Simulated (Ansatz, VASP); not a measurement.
**Ti4H in VASP and in Ansatz**

The input INCAR:

```
SYSTEM = Ti4H
  PREC = Accurate
  ENCUT = 600
  EDIFF = 1E-6
  ISMEAR = 0
  SIGMA = 0.1
  LREAL = .False.
  LASPH = .True.
  NELM = 60
  ALGO = Normal
  ISIF = 3
  LWAVE = .False.
  LCHARG = .False.
  GGA = PE
  IBRION = 2
  NSW = 100
  EDIFFG = -0.01
```

File KPOINTS:

```
regular mesh
0
Gamma
  10 10 10
  0 0 0
```

File POSCAR:

```
Ti4H
1.0
   -2.6474739471      2.6474739471      2.6474739471
    2.6474739471     -2.6474739471      2.6474739471
    2.6474739471      2.6474739471     -2.6474739471
Ti H
4 1
Direct
    0.0000000000      0.0000000000      0.5000000000
    0.0000000000      0.5000000000      0.0000000000
    0.5000000000      0.0000000000      0.0000000000
    0.5000000000      0.5000000000      0.5000000000
    0.0000000000      0.0000000000      0.0000000000
```

Input for Ansatz:

```yaml
crystal:
  lattice:
    - [-2.6474739471, 2.6474739471, 2.6474739471]
    - [2.6474739471, -2.6474739471, 2.6474739471]
    - [2.6474739471, 2.6474739471, -2.6474739471]
  atoms:
    - { symbol: Ti, position: [0.0, 0.0, 0.5] }
    - { symbol: Ti, position: [0.0, 0.5, 0.0] }
    - { symbol: Ti, position: [0.5, 0.0, 0.0] }
    - { symbol: Ti, position: [0.5, 0.5, 0.5] }
    - { symbol: H, position: [0.0, 0.0, 0.0] }
basis:
  ecutwfc: 420
kpoints:
  mp_grid: { grid: [10, 10, 10] }
hamiltonian:
  xc: pbe
scf:
  occupations: { method: gaussian, width: 0.1 }
output:
  forces: true
  stress: true
  eigenvalues: true
relax:
  adjacent_minimum: "off"
  f_tol: 0.01
  max_steps: 80
  cell: { stress_tol: 0.05 }
```

Change from the starting cell: species swapped into the MnGa4 type (Im-3m, No. 229).

Alike in both runs: task relaxation of cell and atoms; functional PBE; k mesh 10 × 10 × 10; occupations gaussian, width 0.1 eV; no spin polarisation.

```csv
,VASP,Ansatz
version,VASP 6.6.1,Ansatz 0.2.0
potentials or method,"VASP PAW PBE potentials, release 64 (Ti_sv, H), cutoff 600 eV","scalar-relativistic, plane waves, PAW"
valence electrons in the cell,49,49
```

```tsv
	VASP	Ansatz	Ansatz less VASP
gap on the k mesh at the Fermi level, each at its own relaxed structure (eV)	none	none	-
relaxed volume (Å³/atom)	14.81	14.85	+0.033
relaxed cell length with the largest relative difference (Å)	4.582	4.586	+0.0034
```

A gap of «none» marks a metal or a gap that the smearing closes.
